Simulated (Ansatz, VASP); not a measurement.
# One calculation of AlNi, two programs

```
Al Ni
1.0
     2.88100    0.00000    0.00000
     0.00000    2.88100    0.00000
     0.00000    0.00000    2.88100
Al Ni
1 1
Direct
  0.00000 0.00000 0.00000
  0.50000 0.50000 0.50000
```

Alike in both runs: task single point; functional LDA; k mesh 10 × 10 × 10; occupations fermi-dirac, width 0.1 eV; collinear spin.

```csv
,VASP,Ansatz
version,VASP 6.6.1,Ansatz 0.2.0
potentials or method,"VASP PAW LDA potentials, release 64 (Al, Ni), cutoff 520 eV","plane waves, PAW"
valence electrons in the cell,13,21
```

|  | VASP | Ansatz | Ansatz less VASP |
| --- | --- | --- | --- |
| pressure (GPa) | -8.2 | -8.5 | -0.29 |
| net moment per atom (μB) | 0.00 | 0.00 | 0.000 |

LDA's correlation is that of Perdew and Zunger in VASP and of Perdew and Wang (1992) in Ansatz. VASP's potentials hold 13 valence electrons a cell and Ansatz's 21, so a difference there can come from the potentials and not from the codes. Ansatz's warnings: seeded moment not kept.
